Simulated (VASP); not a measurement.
# CoPdO2 (R-3m) in VASP: a series of runs, part 2 of 2

VASP 6.6.1. Earlier steps stand in the parts before.

### 3 Single point, PBEsol, collinear spin, ferromagnetic start

This run uses another cell than the first one, of 10.36 Å³/atom.

The input, INCAR:

```
SYSTEM = CoPdO2
PREC = Accurate
ENCUT = 520
EDIFF = 1E-6
ISMEAR = -1
SIGMA = 0.05
LREAL = .False.
LASPH = .True.
NELM = 150
ALGO = Normal
ISIF = 2
LWAVE = .False.
LCHARG = .False.
ISPIN = 2
MAGMOM = 0 2 0 0
LORBIT = 11
LMAXMIX = 4
GGA = PS
NBANDS = 28
```

The input, KPOINTS:

```
Automatic mesh
0
Gamma
  11 11 11
  0 0 0
```

The input, POSCAR:

```
CoPdO2
1.0
    1.4220809608      0.8210388255      5.9177853274
   -1.4220809608      0.8210388255      5.9177853274
    0.0000000000     -1.6420776510      5.9177853274
Pd Co O
1 1 2
Direct
    0.0000000000      0.0000000000      0.0000000000
    0.5000000000      0.5000000000      0.5000000000
    0.1124760000      0.1124760000      0.1124760000
    0.8875240000      0.8875240000      0.8875240000
```

Potentials or basis: VASP PAW PBE potentials, release 64 (Pd, Co, O).

On the command line:

```bash
> cat potpaw_PBE.64/Pd/POTCAR potpaw_PBE.64/Co/POTCAR potpaw_PBE.64/O/POTCAR > POTCAR
> mpirun -np 1 vasp_std > vasp.out
```

OUTCAR:

```text
SYSTEM = CoPdO2
   PREC = Accurate
   ENCUT = 520
   EDIFF = 1E-6
   ISMEAR = -1
   LREAL = .False.
   LASPH = .True.
   NELM = 150
   ISIF = 2
   ISPIN = 2
   LORBIT = 11
   GGA = PS

 ion  position               nearest neighbor table
   1  0.000  0.000  0.000-   3 2.00   4 2.00
   2  0.500  0.500  0.500-   3 1.90   4 1.90   3 1.90   3 1.90   4 1.90   4 1.90
   3  0.112  0.112  0.112-   2 1.90   2 1.90   2 1.90   1 2.00
   4  0.888  0.888  0.888-   2 1.90   2 1.90   2 1.90   1 2.00

  LATTYP: Found a trigonal (rhomboedric) cell.
 ALAT       =     6.1413843874
 COS(alpha) =     0.8927626487

  Lattice vectors:

 A1 = (   1.4220809608,   0.8210388255,   5.9177853274)
 A2 = (  -1.4220809608,   0.8210388255,   5.9177853274)
 A3 = (   0.0000000000,  -1.6420776510,   5.9177853274)

Analysis of symmetry for initial positions (statically):
=====================================================================
 Subroutine PRICEL returns:
 Original cell was already a primitive cell.

 Routine SETGRP: Setting up the symmetry group for a
 trigonal (rhombohedral) supercell.

 Subroutine GETGRP returns: Found 12 space group operations
 (whereof 12 operations were pure point group operations)
 out of a pool of 12 trial point group operations.

The static configuration has the point symmetry D_3d.

Analysis of symmetry for dynamics (positions and initial velocities):
=====================================================================
 Subroutine PRICEL returns:
 Original cell was already a primitive cell.

 Routine SETGRP: Setting up the symmetry group for a
 trigonal (rhombohedral) supercell.

 Subroutine GETGRP returns: Found 12 space group operations
 (whereof 12 operations were pure point group operations)
 out of a pool of 12 trial point group operations.

The dynamic configuration has the point symmetry D_3d.

Analysis of structural, dynamic, and magnetic symmetry:
=====================================================================
 Subroutine PRICEL returns:
 Original cell was already a primitive cell.
[... 165 lines left out ...]
 cond. band min:       7.7047777441   @ k =   0.4545   0.4545   0.0000
 fundamental gap:      0.3459190601
 Fermi energy:         7.4920552056

 spin component 1

 k-point     1 :       0.0000    0.0000    0.0000
  band No.  band energies     occupation
      1     -13.3142      1.00000
      2     -11.3910      1.00000
      3      -1.0121      1.00000
      4       1.4750      1.00000
      5       1.4750      1.00000
      6       2.5231      1.00000
[... 709 lines left out ...]
     26      25.5048      0.00000
     27      26.0605      0.00000

 [... further k-points ...]

 spin component 2

 k-point     1 :       0.0000    0.0000    0.0000
  band No.  band energies     occupation
      1     -13.3142      1.00000
      2     -11.3910      1.00000
      3      -1.0121      1.00000
      4       1.4750      1.00000
      5       1.4750      1.00000
      6       2.5231      1.00000
[... 709 lines left out ...]
     26      25.5048      0.00000
     27      26.0605      0.00000

 [... further k-points ...]

 [bands above 27 left out]

------------------------ aborting loop because EDIFF is reached ----------------------------------------

  FORCE on cell =-STRESS in cart. coord.  units (eV):
  Direction    XX          YY          ZZ          XY          YZ          ZX
  --------------------------------------------------------------------------------------
  -------------------------------------------------------------------------------------
  Total       -1.6434080     -1.6434080     -1.8863761      0.0000000     -0.0000000      0.0000000
  in kB      -63.5122493    -63.5122493    -72.9021590      0.0000000     -0.0000000      0.0000000
  external PRESSURE =     -66.6422192 kB  Pullay stress =       0.0000000 kB

 VOLUME and BASIS-vectors are now :
 -----------------------------------------------------------------------------
  energy-cutoff  :      520.00
  volume of cell :       41.46
      direct lattice vectors                 reciprocal lattice vectors
     1.422080961  0.821038825  5.917785327     0.351597422  0.202994866  0.056327378
    -1.422080961  0.821038825  5.917785327    -0.351597422  0.202994866  0.056327378
     0.000000000 -1.642077651  5.917785327     0.000000000 -0.405989733  0.056327378

 POSITION                                       TOTAL-FORCE (eV/Angst)
 -----------------------------------------------------------------------------------
      0.00000      0.00000      0.00000         0.000000     -0.000000     -0.000000
      0.00000      0.00000      8.87668        -0.000000      0.000000      0.000000
      0.00000      0.00000      1.99683         0.000000     -0.000000      0.125617
      0.00000      0.00000     15.75653         0.000000     -0.000000     -0.125617
 -----------------------------------------------------------------------------------
    total drift:                                0.000000      0.000000     -0.000000

  FREE ENERGIE OF THE ION-ELECTRON SYSTEM (eV)
  ---------------------------------------------------
  free  energy   TOTEN  =       -27.7525502360 eV

  energy  without entropy=      -27.7499959824  energy(sigma->0) =      -27.75127311

 total charge

# of ion       s       p       d       tot
------------------------------------------
    1        0.470   0.472   8.442   9.385
    2        0.433   0.665   7.337   8.436
    3        1.554   3.418   0.000   4.972
    4        1.554   3.418   0.000   4.972
--------------------------------------------------
tot          4.010   7.973  15.780  27.764

 magnetization (x)

# of ion       s       p       d       tot
------------------------------------------
    1       -0.000  -0.000  -0.000  -0.000
    2       -0.000   0.000   0.000   0.000
    3       -0.000  -0.000   0.000  -0.000
    4       -0.000  -0.000   0.000  -0.000
--------------------------------------------------
tot         -0.000  -0.000   0.000   0.000
```

Wall time 32 min (1 thread of Oxide Virtual Turin-like, shared host); peak memory 0.56 GiB.

Results:

- Free energy: -27.7526 eV
- Pressure: -6.7 GPa
- Largest force: 0.126 eV/Å
- Net moment: 0.00 μB per cell
- Valence electrons inside the program's atomic spheres: Pd 9.38; Co 8.44; O 4.97

Forces in eV/Å, atoms in the order of the input:
```
Pd   0.000  0.000  0.000
Co   0.000  0.000  0.000
O    0.000  0.000  0.126
O    0.000  0.000 -0.126
```

Caveat: the cell stands under tension; the moments typed at the start vanished in this run; the PAW data sets were made with another functional, which shifts forces and pressure a little; semilocal functionals often make such compounds metallic where correlation or magnetic order opens a gap, which also shifts bond lengths. With open d or f shells a metallic result of PBEsol can be an artefact of self-interaction; +U or a hybrid may open a gap.
